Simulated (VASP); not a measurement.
# Be3TeSe2 (P6/mmm) in VASP: a series of runs

Runs on Be3TeSe2. Level: PBE. Tasks: single point.

Program: VASP 6.6.1. These are calculated values, not measurements. Logs are shortened: lines on timing, memory, paths and dates and some standing lists are left out, and cuts for length are marked.

**1. The cell of the first run**

The structure is hexagonal, space group P6/mmm (No. 191). The conventional cell has a = 4.919 Å, b = 4.919 Å, c = 4.734 Å, α = 90.00°, β = 90.00°, γ = 120.00°. Be (site symmetry -6m2) has 2 Se at 2.37 Å and 3 Be at 2.84 Å and 3 Te at 2.84 Å within 3.1 Å. Be (site symmetry 6/mmm) has 2 Te at 2.37 Å and 6 Se at 2.84 Å within 3.1 Å. Within 3.1 Å of Te (site symmetry 6/mmm) lie 8 Be at 2.37 to 2.84 Å. Se (site symmetry -6m2) has 5 Be at 2.37 to 2.84 Å and 3 Se at 2.84 Å within 3.1 Å.

**2. Single point, PBE**

The input, INCAR:

```
  PREC = Accurate
  ENCUT = 600
  EDIFF = 1E-6
  ISMEAR = 0
  SIGMA = 0.15
  LREAL = F
  LASPH = T
  NELM = 120
  ALGO = Normal
  ISIF = 2
  LWAVE = F
  LCHARG = F
  GGA = PE
  NBANDS = 21
  GGA_COMPAT = F
```

The input, KPOINTS:

```
Automatic mesh
0
Gamma
  3 3 2
```

The input, POSCAR:

```
Be3TeSe2
1.0
    4.9191300212      0.0000000000      0.0000000000
   -2.4595650106      4.2600915629      0.0000000000
    0.0000000000      0.0000000000      4.7335489813
Be Te Se
3 1 2
Direct
    0.3333333333      0.6666666667      0.5000000000
    0.6666666667      0.3333333333      0.5000000000
    0.0000000000      0.0000000000      0.0000000000
    0.0000000000      0.0000000000      0.5000000000
    0.3333333333      0.6666666667      0.0000000000
    0.6666666667      0.3333333333      0.0000000000
```

Potentials or basis: VASP PAW PBE potentials, release 64 (Be, Te, Se).

Started as:

```console
cat potpaw_PBE.64/Be/POTCAR potpaw_PBE.64/Te/POTCAR potpaw_PBE.64/Se/POTCAR > POTCAR
mpirun -np 1 vasp_std > vasp.out
```

OUTCAR:

```text
PREC = Accurate
   ENCUT = 600
   EDIFF = 1E-6
   ISMEAR = 0
   LREAL = F
   LASPH = T
   NELM = 120
   ISIF = 2
   GGA = PE

 ion  position               nearest neighbor table
   1  0.333  0.667  0.500-   5 2.37   5 2.37   4 2.84   4 2.84   4 2.84
   2  0.667  0.333  0.500-   6 2.37   6 2.37   4 2.84   4 2.84   4 2.84
   3  0.000  0.000  0.000-   4 2.37   4 2.37
   4  0.000  0.000  0.500-   3 2.37   3 2.37   1 2.84   2 2.84   2 2.84   1 2.84   2 2.84   1 2.84

   5  0.333  0.667  0.000-   1 2.37   1 2.37
   6  0.667  0.333  0.000-   2 2.37   2 2.37

  LATTYP: Found a hexagonal cell.
 ALAT       =     4.9191300212
 C/A-ratio  =     0.9622736055

  Lattice vectors:

 A1 = (   4.9191300212,   0.0000000000,   0.0000000000)
 A2 = (  -2.4595650106,   4.2600915629,   0.0000000000)
 A3 = (   0.0000000000,   0.0000000000,   4.7335489813)

Analysis of symmetry for initial positions (statically):
=====================================================================
 Subroutine PRICEL returns:
 Original cell was already a primitive cell.

 Routine SETGRP: Setting up the symmetry group for a
 hexagonal supercell.

 Subroutine GETGRP returns: Found 24 space group operations
 (whereof 24 operations were pure point group operations)
 out of a pool of 24 trial point group operations.

The static configuration has the point symmetry D_6h.

Analysis of symmetry for dynamics (positions and initial velocities):
=====================================================================
 Subroutine PRICEL returns:
 Original cell was already a primitive cell.

 Routine SETGRP: Setting up the symmetry group for a
 hexagonal supercell.

 Subroutine GETGRP returns: Found 24 space group operations
 (whereof 24 operations were pure point group operations)
 out of a pool of 24 trial point group operations.

The dynamic configuration has the point symmetry D_6h.

 Subroutine INISYM returns: Found 24 space group operations
 (whereof 24 operations are pure point group operations),
 and found     1 'primitive' translations

----------------------------------------------------------------------------------------

                                     Primitive cell

  volume of cell :      99.1960

  direct lattice vectors                    reciprocal lattice vectors
     4.919130021  0.000000000  0.000000000     0.203287979  0.117368369  0.000000000
    -2.459565011  4.260091563  0.000000000     0.000000000  0.234736739  0.000000000
[... 77 lines left out ...]
   NSW    =      0    number of steps for IOM
   IBRION =     -1    ionic relax: 0-MD 1-quasi-New 2-CG
   NFREE  =      0    steps in history (QN), initial steepest desc. (CG)
   ISIF   =      2    stress and relaxation
   ISYM   =      2    0-nonsym 1-usesym 2-fastsym
   POTIM  = 0.5000    time-step for ionic-motion
   TEBEG  =    0.0;   TEEND  =   0.0 temperature during run
   PSTRESS=    0.0 pullay stress
   NELECT =      24.0000    total number of electrons
   NUPDOWN=      -1.0000    fix difference up-down
   EMIN   =  10.00;   EMAX   =-10.00  energy-range for DOS
   EFERMI =   0.00;   METHOD = LEGACY
   ISMEAR =     0;   SIGMA  =   0.15  broadening in eV -4-tet -1-fermi 0-gaus
   EFERMI_NEDOS =   21; number of points for ismear=-14 and -15
   IALGO  =     38    algorithm
   IMIX   =      4    mixing-type and parameters
     AMIX     =   0.40;   BMIX     =  1.00
     AMIX_MAG =   1.60;   BMIX_MAG =  1.00
  volume/ion in A,a.u.               =      16.53       111.57
  Fermi-wavevector in a.u.,A,eV,Ry     =   1.020110  1.927729 14.158568  1.040625
  Thomas-Fermi vector in A             =   2.153662
   LORBIT       =      0    0 simple, 1 ext, 2 COOP (PROOUT), +10 PAW based schemes
   GGA     = PE    functional components
   LHFCALC =     F    Hartree Fock is set to
   AEXX    =    0.0000 exact exchange contribution
   IVDW    =     0    specifies the selected vdW correction
   LEPSILON=     F    determine dielectric tensor
   LRPA    =     F    only Hartree local field effects (RPA)
 non-spin polarized calculation
 Gauss-broadening in eV      SIGMA  =   0.15
  energy-cutoff  :      600.00
  volume of cell :       99.20
 maximum number of plane-waves:      3319
 NGX is ok and might be reduce to    40
   NGX = 19   NGY = 19   NGZ = 19

 number of electron      23.9999999 magnetization

 Free energy of the ion-electron system (eV)
  ---------------------------------------------------
  ext. energy  EPLUGINS =         0.00000000
  ---------------------------------------------------
  free energy    TOTEN  =       -19.54011590 eV

  energy without entropy =      -19.50055918  energy(sigma->0) =      -19.52033754

 E-fermi :   6.3868     XC(G=0): -10.1793

 val. band max:        6.2776966796   @ k =   0.0000   0.0000   0.0000
 cond. band min:       6.5431352951   @ k =   0.3333   0.0000   0.5000
 fundamental gap:      0.2654386155
 Fermi energy:         6.3868327032

 k-point     1 :       0.0000    0.0000    0.0000
  band No.  band energies     occupation
      1      -8.8024      2.00000
      2      -5.2271      2.00000
      3      -5.1786      2.00000
      4      -0.1313      2.00000
      5       1.5714      2.00000
      6       1.5714      2.00000
[... 133 lines left out ...]
     20      11.2909      0.00000
     21      11.6971      0.00000

------------------------ aborting loop because EDIFF is reached ----------------------------------------

  FORCE on cell =-STRESS in cart. coord.  units (eV):
  Direction    XX          YY          ZZ          XY          YZ          ZX
  --------------------------------------------------------------------------------------
  -------------------------------------------------------------------------------------
  Total        0.1038200      0.1038200      0.0461855      0.0000000      0.0000000      0.0000000
  in kB        1.6768632      1.6768632      0.7459721      0.0000000      0.0000000      0.0000000
  external PRESSURE =       1.3665662 kB  Pullay stress =       0.0000000 kB

 VOLUME and BASIS-vectors are now :
 -----------------------------------------------------------------------------
  energy-cutoff  :      600.00
  volume of cell :       99.20
      direct lattice vectors                 reciprocal lattice vectors
     4.919130021  0.000000000  0.000000000     0.203287979  0.117368369  0.000000000
    -2.459565011  4.260091563  0.000000000     0.000000000  0.234736739  0.000000000
     0.000000000  0.000000000  4.733548981     0.000000000  0.000000000  0.211257981

 POSITION                                       TOTAL-FORCE (eV/Angst)
 -----------------------------------------------------------------------------------
     -0.00000      2.84006      2.36677         0.000000     -0.000000      0.000000
      2.45957      1.42003      2.36677         0.000000      0.000000     -0.000000
      0.00000      0.00000      0.00000         0.000000      0.000000      0.000000
      0.00000      0.00000      2.36677         0.000000      0.000000      0.000000
     -0.00000      2.84006      0.00000         0.000000     -0.000000      0.000000
      2.45957      1.42003      0.00000        -0.000000      0.000000      0.000000
 -----------------------------------------------------------------------------------
    total drift:                                0.000000     -0.000000      0.000000

  FREE ENERGIE OF THE ION-ELECTRON SYSTEM (eV)
  ---------------------------------------------------
  free  energy   TOTEN  =       -19.5401158987 eV

  energy  without entropy=      -19.5005591779  energy(sigma->0) =      -19.52033754
```

stdout:

```text
POSCAR found type information on POSCAR BeTeSe
 POSCAR found :  3 types and       6 ions
 scaLAPACK will be used
 LDA part: xc-table for (Slater+PW92), standard interpolation
 POSCAR, INCAR and KPOINTS ok, starting setup
 FFT: planning ... GRIDC
 FFT: planning ... GRID_SOFT
 FFT: planning ... GRID
 WAVECAR not read
 entering main loop
```

Wall time 18 s (1 thread of Intel Xeon Platinum 8488C (Sapphire Rapids), shared host); peak memory 0.24 GiB.

Results:

* Free energy: -19.5401 eV
* Pressure: 0.1 GPa
* Band gap on the k mesh: zero (band 12 reaches 6.88 eV, above the bottom of band 13 at 5.83 eV)

Caveat: the k points lie up to 0.66 Å⁻¹ apart; spin-orbit coupling is left out, which moves the levels of the heavy elements.

**3. Single point, PBE**

This run uses another cell than the first one, of 17.32 Å³/atom, 1.048 times its volume.

The input, INCAR:

```
PREC     = Accurate       # precision mode
ENCUT    = 600            # plane-wave cutoff, eV
EDIFF    = 1E-6           # SCF threshold, eV
ISMEAR   = 0              # smearing method
SIGMA    = 0.15           # smearing width, eV
LREAL    = False          # projectors in reciprocal space
LASPH    = True           # aspherical terms in the spheres
NELM     = 120            # most SCF steps
ALGO     = Normal         # electronic algorithm
ISIF     = 2              # what is computed and relaxed
LWAVE    = False          # write WAVECAR
LCHARG   = False          # write CHGCAR
GGA      = PE             # functional
NBANDS   = 21             # bands
GGA_COMPAT= False
```

The input, KPOINTS:

```
regular mesh
0
Gamma
  2 2 4
```

The input, POSCAR:

```
Be3TeSe2
1.0
    6.1135081057      0.0000000029      0.0000000000
   -3.0567540553      5.2944533243      0.0000000000
    0.0000000000      0.0000000000      3.2112663324
Be Te Se
3 1 2
Direct
    0.0000000000      0.5000000000      0.0000000000
    0.5000000000      0.0000000000      0.0000000000
    0.5000000000      0.5000000000      0.0000000000
    0.0000000000      0.0000000000      0.5000000000
    0.3333333333      0.6666666667      0.5000000000
    0.6666666667      0.3333333333      0.5000000000
```

Potentials or basis: VASP PAW PBE potentials, release 64 (Be, Te, Se).

Started as:

```console
cat potpaw_PBE.64/Be/POTCAR potpaw_PBE.64/Te/POTCAR potpaw_PBE.64/Se/POTCAR > POTCAR
mpirun -np 1 vasp_std > vasp.out
```

Run time: 29 s. Hardware: 1 thread of Intel Xeon Platinum 8488C (Sapphire Rapids), shared host; peak memory 0.25 GiB.

Results (log left out):

- Free energy: -19.7559 eV
- Pressure: 0.3 GPa
- Band gap on the k mesh: zero (band 12 reaches 7.23 eV, above the bottom of band 13 at 5.63 eV)

Stress tensor (GPa, compression positive):
```
 0.53  0.00  0.00
 0.00  0.53  0.00
 0.00  0.00 -0.07
```

Levels at points of the mesh, in eV from the Fermi level:
| k point | band 9 | band 10 | band 11 | band 12 | band 13 | band 14 | band 15 | band 16 |
| --- | --- | --- | --- | --- | --- | --- | --- | --- |
| (0.00, 0.00, 0.00) | -1.10 | -1.10 | -0.83 | 1.14 | 3.16 | 3.23 | 4.24 | 4.24 |
| (0.50, 0.00, 0.00) | -1.99 | -1.85 | -1.61 | 0.72 | 2.68 | 2.71 | 2.88 | 2.90 |
| (0.00, 0.00, 0.50) | -3.19 | -3.19 | -0.69 | -0.69 | -0.45 | -0.45 | 0.75 | 0.75 |
| (0.50, 0.00, 0.50) | -3.38 | -1.87 | -1.57 | -0.18 | -0.05 | 0.19 | 0.82 | 1.64 |

Caveat: the k points lie up to 0.59 Å⁻¹ apart; spin-orbit coupling is left out, which moves the levels of the heavy elements.
